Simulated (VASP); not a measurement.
# La4ZnGa3O12 (a cell with a defect) in VASP: single point with PBEsol

Aim: the single point of La4ZnGa3O12 (a cell with a defect) with PBEsol.

All numbers are computed with VASP 6.6.1; they aren't measurements. Logs are shortened: lines on timing, memory, paths and dates and some standing lists are left out, and cuts for length are marked.

### Step 1. The cell of the first run

The cell holds a defect, 40 atoms: a = 7.729 Å, b = 7.729 Å, c = 7.729 Å, α = 90.00°, β = 90.00°, γ = 90.00°.

### Step 2. Single point, PBEsol, collinear spin

INCAR reads:

```
SYSTEM = La4ZnGa3O12
  PREC = Accurate
  ENCUT = 520
  EDIFF = 1E-6
  ISMEAR = -1
  SIGMA = 0.05
  LREAL = Auto
  LASPH = .True.
  NELM = 200
  ALGO = Normal
  ISIF = 2
  LWAVE = .False.
  LCHARG = .False.
  ISPIN = 2
  MAGMOM = 0 0 0 0 0 0 0 0 0.143 0.143 0 0 0 0 0 0 0.143 0.143 0 0 0 0 0.143 0.143 0.143 0 0 0.143 0.143 0 0 0.143 0.143 0 0.143 0 0 0.143 0 0.143
  LORBIT = 11
  LMAXMIX = 6
  GGA = PS
  NBANDS = 197
  ISYM = -1
  GGA_COMPAT = .False.
```

KPOINTS reads:

```
explicit points
1
Reciprocal
  0.25000000   0.25000000   0.25000000 1
```

POSCAR reads:

```
La4ZnGa3O12
1.0
    7.7293080000      0.0000000000      0.0000000000
    0.0000000000      7.7293080000      0.0000000000
    0.0000000000      0.0000000000      7.7293080000
La Zn Ga O
8 2 6 24
Direct
    0.0009000000      0.0165040000      0.9893280000
    0.0031530000      0.0114970000      0.4817120000
    0.9999130000      0.5106090000      0.9813990000
    0.9999960000      0.5172310000      0.4899840000
    0.4997120000      0.9830400000      0.0095180000
    0.4997950000      0.9896560000      0.5181110000
    0.4965350000      0.4887730000      0.0178360000
    0.4987650000      0.4837620000      0.5101890000
    0.2498420000      0.2501460000      0.2497590000
    0.7498400000      0.7501430000      0.7497570000
    0.2498390000      0.2501350000      0.7497660000
    0.2498450000      0.7501210000      0.2497560000
    0.2498500000      0.7501310000      0.7497540000
    0.7498560000      0.2501320000      0.2497610000
    0.7498500000      0.2501250000      0.7497660000
    0.7498470000      0.7501360000      0.2497580000
    0.2099040000      0.2804810000      0.9941600000
    0.2897840000      0.2197750000      0.5053730000
    0.2904110000      0.7199590000      0.0005270000
    0.2092730000      0.7803080000      0.4989850000
    0.7874550000      0.2777850000      0.9999550000
    0.7122230000      0.2224900000      0.4995790000
    0.7078820000      0.7211940000      0.0027320000
    0.7918110000      0.7790690000      0.4967960000
    0.9965000000      0.2827630000      0.2913410000
    0.9980090000      0.2106090000      0.7179020000
    0.9976810000      0.7075380000      0.2185310000
    0.0075890000      0.7811790000      0.7943600000
    0.5032060000      0.2174890000      0.2081960000
    0.5016750000      0.2896510000      0.7816260000
    0.5020140000      0.7927270000      0.2809720000
    0.4921030000      0.7190780000      0.7051440000
    0.2093450000      0.9936720000      0.2175210000
    0.2877030000      0.0013180000      0.7801410000
    0.2903430000      0.5065790000      0.2819880000
    0.2119810000      0.4989550000      0.7193710000
    0.7897440000      0.0003260000      0.2238240000
    0.7089530000      0.0027570000      0.7770550000
    0.7099430000      0.4999540000      0.2757040000
    0.7907470000      0.4975010000      0.7224680000
```

Potentials or basis: VASP PAW PBE potentials, release 64 (La, Zn, Ga_d, O).

Launch:

```bash
$ cat potpaw_PBE.64/La/POTCAR potpaw_PBE.64/Zn/POTCAR potpaw_PBE.64/Ga_d/POTCAR potpaw_PBE.64/O/POTCAR > POTCAR
$ mpirun -np 1 vasp_std > vasp.out
```

OUTCAR:

```text
SYSTEM = La4ZnGa3O12
   PREC = Accurate
   ENCUT = 520
   EDIFF = 1E-6
   ISMEAR = -1
   LREAL = Auto
   LASPH = .True.
   NELM = 200
   ISIF = 2
   ISPIN = 2
   LORBIT = 11
   GGA = PS
   ISYM = -1

 ion  position               nearest neighbor table
   1  0.001  0.017  0.989-  28 2.36  33 2.40  37 2.44  26 2.58  17 2.60  21 2.61  34 2.75  38 2.79
                            11 3.22  15 3.23   9 3.32
   2  0.003  0.011  0.482-  26 2.39  20 2.40  24 2.43  25 2.56  37 2.59  33 2.59  18 2.74  22 2.78
                             9 3.20  14 3.23
   3  1.000  0.511  0.981-  27 2.38  17 2.41  21 2.44  28 2.54  40 2.57  36 2.61  19 2.77  23 2.79
                            13 3.22  10 3.22
   4  1.000  0.517  0.490-  25 2.38  36 2.42  40 2.42  27 2.56  24 2.59  20 2.60  35 2.76  39 2.79
                            12 3.23  16 3.23  10 3.32
   5  0.500  0.983  0.010-  29 2.38  34 2.42  38 2.42  31 2.56  23 2.59  19 2.60  33 2.76  37 2.79
                            12 3.23  16 3.23  10 3.32
   6  0.500  0.990  0.518-  31 2.38  18 2.41  22 2.44  32 2.54  38 2.57  34 2.61  20 2.77  24 2.79
                            13 3.22  10 3.22
   7  0.497  0.489  0.018-  30 2.39  19 2.40  23 2.43  29 2.56  39 2.59  35 2.59  17 2.74  21 2.78
                             9 3.20  14 3.23
   8  0.499  0.484  0.510-  32 2.36  35 2.40  39 2.44  30 2.58  18 2.60  22 2.61  36 2.75  40 2.79
                            11 3.22  15 3.23   9 3.32
   9  0.250  0.250  0.250-  25 2.00  29 2.00  17 2.01  18 2.01  35 2.02  33 2.02   7 3.20   2 3.20
[... 25 lines left out ...]
  27  0.998  0.708  0.219-  16 1.96  12 1.99   3 2.38   4 2.56
  28  0.008  0.781  0.794-  13 1.92  10 2.04   1 2.36   3 2.54
  29  0.503  0.217  0.208-  14 1.95   9 2.00   5 2.38   7 2.56
  30  0.502  0.290  0.782-  15 1.96  11 1.99   7 2.39   8 2.58
  31  0.502  0.793  0.281-  16 1.96  12 1.99   6 2.38   5 2.56
  32  0.492  0.719  0.705-  13 1.92  10 2.04   8 2.36   6 2.54
  33  0.209  0.994  0.218-  12 1.92   9 2.02   1 2.40   2 2.59   5 2.76
  34  0.288  0.001  0.780-  11 1.96  13 1.98   5 2.42   6 2.61   1 2.75
  35  0.290  0.507  0.282-  12 1.92   9 2.02   8 2.40   7 2.59   4 2.76
  36  0.212  0.499  0.719-  11 1.96  13 1.98   4 2.42   3 2.61   8 2.75
  37  0.790  0.000  0.224-  14 1.97  16 1.97   1 2.44   2 2.59   5 2.79
  38  0.709  0.003  0.777-  15 1.95  10 1.99   5 2.42   6 2.57   1 2.79
  39  0.710  0.500  0.276-  14 1.97  16 1.97   8 2.44   7 2.59   4 2.79
  40  0.791  0.498  0.722-  15 1.95  10 1.99   4 2.42   3 2.57   8 2.79

IMPORTANT INFORMATION: All symmetrisations will be switched off!
NOSYMM: (Re-)initialisation of all symmetry stuff for point group C_1.

----------------------------------------------------------------------------------------

                                     Primitive cell
[... 176 lines left out ...]

 val. band max:        6.6129499395   @ k =   0.2500   0.2500   0.2500
 cond. band min:       6.7050986949   @ k =   0.2500   0.2500   0.2500
 fundamental gap:      0.0921487553
 Fermi energy:         6.6291359193

 spin component 1

 k-point     1 :       0.2500    0.2500    0.2500
  band No.  band energies     occupation
      1     -23.3337      1.00000
      2     -23.2810      1.00000
      3     -23.2729      1.00000
      4     -23.2709      1.00000
      5     -23.2264      1.00000
      6     -23.2230      1.00000
[... 171 lines left out ...]
    178      11.5321      0.00000
    179      11.6051      0.00000
 Fermi energy:         6.6291359193

 spin component 2

 k-point     1 :       0.2500    0.2500    0.2500
  band No.  band energies     occupation
      1     -23.3337      1.00000
      2     -23.2809      1.00000
      3     -23.2731      1.00000
      4     -23.2710      1.00000
      5     -23.2261      1.00000
      6     -23.2236      1.00000
[... 171 lines left out ...]
    178      11.5321      0.00000
    179      11.6057      0.00000
 [bands above 179 left out]

------------------------ aborting loop because EDIFF is reached ----------------------------------------

  FORCE on cell =-STRESS in cart. coord.  units (eV):
  Direction    XX          YY          ZZ          XY          YZ          ZX
  --------------------------------------------------------------------------------------
  -------------------------------------------------------------------------------------
  Total       15.0574322     14.3381873     13.6733810     -0.9796111      1.1970814     -0.0258602
  in kB       52.2443894     49.7488437     47.4421823     -3.3989318      4.1534830     -0.0897264
  external PRESSURE =      49.8118052 kB  Pullay stress =       0.0000000 kB

 VOLUME and BASIS-vectors are now :
 -----------------------------------------------------------------------------
  energy-cutoff  :      520.00
  volume of cell :      461.77
      direct lattice vectors                 reciprocal lattice vectors
     7.729308000  0.000000000  0.000000000     0.129377688  0.000000000  0.000000000
     0.000000000  7.729308000  0.000000000     0.000000000  0.129377688  0.000000000
     0.000000000  0.000000000  7.729308000     0.000000000  0.000000000  0.129377688

 POSITION                                       TOTAL-FORCE (eV/Angst)
 -----------------------------------------------------------------------------------
      0.00696      0.12756      7.64682        -0.060384      0.029890      0.012758
      0.02437      0.08886      3.72330        -0.063545      0.033082     -0.011594
      7.72864      3.94665      7.58554        -0.055697     -0.022497      0.017108
      7.72928      3.99784      3.78724        -0.073541     -0.033380     -0.020840
      3.86243      7.59822      0.07357         0.070701      0.033934      0.023080
      3.86307      7.64936      4.00464         0.054441      0.023187     -0.017557
[... 32 lines left out ...]
      5.48737      3.86430      2.13100        -0.033577      0.017108      0.028112
      6.11193      3.84534      5.58418         0.031159     -0.060114     -0.035584
 -----------------------------------------------------------------------------------
    total drift:                               -0.001639     -0.000964     -0.007597

  FREE ENERGIE OF THE ION-ELECTRON SYSTEM (eV)
  ---------------------------------------------------
  free  energy   TOTEN  =      -295.7827871097 eV

  energy  without entropy=     -295.6279509269  energy(sigma->0) =     -295.70536902

 total charge

# of ion       s       p       d       f       tot
--------------------------------------------------
    1        2.030   5.687   0.624   0.231   8.573
    2        2.030   5.689   0.621   0.229   8.569
    3        2.030   5.689   0.620   0.229   8.568
    4        2.030   5.689   0.621   0.230   8.570
    5        2.030   5.689   0.621   0.230   8.570
    6        2.030   5.689   0.620   0.229   8.568
[... 32 lines left out ...]
   39        1.556   3.475   0.000   0.000   5.031
   40        1.558   3.454   0.000   0.000   5.012
--------------------------------------------------
tot         58.576 134.685  86.612   1.838 281.711

 magnetization (x)

# of ion       s       p       d       f       tot
--------------------------------------------------
    1       -0.000   0.001  -0.000  -0.000   0.000
    2       -0.000   0.001  -0.000   0.000   0.001
    3       -0.000   0.000  -0.001  -0.000  -0.001
    4       -0.000  -0.000  -0.001  -0.001  -0.003
    5       -0.000  -0.000  -0.001  -0.001  -0.003
    6       -0.000   0.000  -0.001  -0.000  -0.001
[... 32 lines left out ...]
   39        0.000   0.022   0.000   0.000   0.023
   40        0.002   0.088   0.000   0.000   0.090
--------------------------------------------------
tot         -0.000   0.409   0.087  -0.002   0.494
```

stdout:

```text
POSCAR found type information on POSCAR LaZnGaO
 POSCAR found :  4 types and      40 ions
 scaLAPACK will be used
 -----------------------------------------------------------------------------
|                                                                             |
|                                                                             |
|     You enforced a specific xc type in the INCAR file but a different       |
|     I HOPE YOU KNOW WHAT YOU ARE DOING!                                     |
|                                                                             |
 -----------------------------------------------------------------------------

 LDA part: xc-table for (Slater+PW92), standard interpolation
 POSCAR, INCAR and KPOINTS ok, starting setup
 FFT: planning ... GRIDC
 FFT: planning ... GRID_SOFT
 FFT: planning ... GRID
 WAVECAR not read
 entering main loop
```

Run time: 28 min. Hardware: 1 thread of Intel Xeon Platinum 8259CL at 2.50GHz (Skylake/Cascade Lake), shared host; peak memory 0.76 GiB.

Results:

```yaml
Free_energy: -295.7828 eV
Pressure: 5.0 GPa
Largest_force: 0.094 eV/Å
Net_moment: 0.54 μB per cell
Site_moments: La +0.00, -0.00 (each value once); Zn -0.05, +0.12; Ga -0.01, -0.00, +0.00, +0.01 (each value once); O -0.03, +0.00, +0.01, +0.11, +0.02, -0.02, -0.01, +0.09 (each value once) μB
Valence_electrons_inside_the_program's_atomic_spheres: La 8.57; Zn 10.90; Ga 11.80, 11.79, 11.78 (each value once); O 5.02, 5.04, 5.03, 5.00, 5.01 (each value once)
```

Forces on the atoms (eV/Å):
```
La  -0.060  0.030  0.013
La  -0.064  0.033 -0.012
La  -0.056 -0.022  0.017
La  -0.074 -0.033 -0.021
La   0.071  0.034  0.023
La   0.054  0.023 -0.018
La   0.065 -0.034  0.009
La   0.064 -0.031 -0.011
Zn  -0.001 -0.001 -0.001
Zn   0.000 -0.001 -0.001
Ga   0.001  0.000  0.000
Ga   0.000  0.002  0.000
Ga  -0.001  0.001 -0.001
Ga  -0.001  0.001  0.001
Ga  -0.001  0.002 -0.001
Ga   0.000  0.000 -0.001
O   -0.026  0.013 -0.011
O    0.025 -0.012  0.009
O   -0.009 -0.004 -0.001
O    0.009  0.002  0.001
O    0.034  0.013 -0.019
O   -0.032 -0.014  0.019
O   -0.021 -0.022  0.057
O    0.021  0.023 -0.057
O   -0.082  0.021  0.040
O    0.038 -0.026 -0.007
O    0.070 -0.009 -0.029
O    0.012  0.008  0.020
O    0.081 -0.021 -0.040
O   -0.035  0.026  0.009
O   -0.069  0.009  0.030
O   -0.012 -0.009 -0.019
O   -0.025  0.021  0.003
O    0.004 -0.017  0.012
O    0.025 -0.019 -0.002
O   -0.006  0.017 -0.012
O    0.033 -0.018 -0.029
O   -0.031  0.062  0.036
O   -0.034  0.017  0.028
O    0.031 -0.060 -0.036
```

Stress tensor (GPa, compression positive):
```
 5.22 -0.34 -0.01
-0.34  4.97  0.42
-0.01  0.42  4.74
```

Caveat: the PAW data sets were made with another functional, which shifts forces and pressure a little; spin-orbit coupling is left out, which moves the levels of the heavy elements.
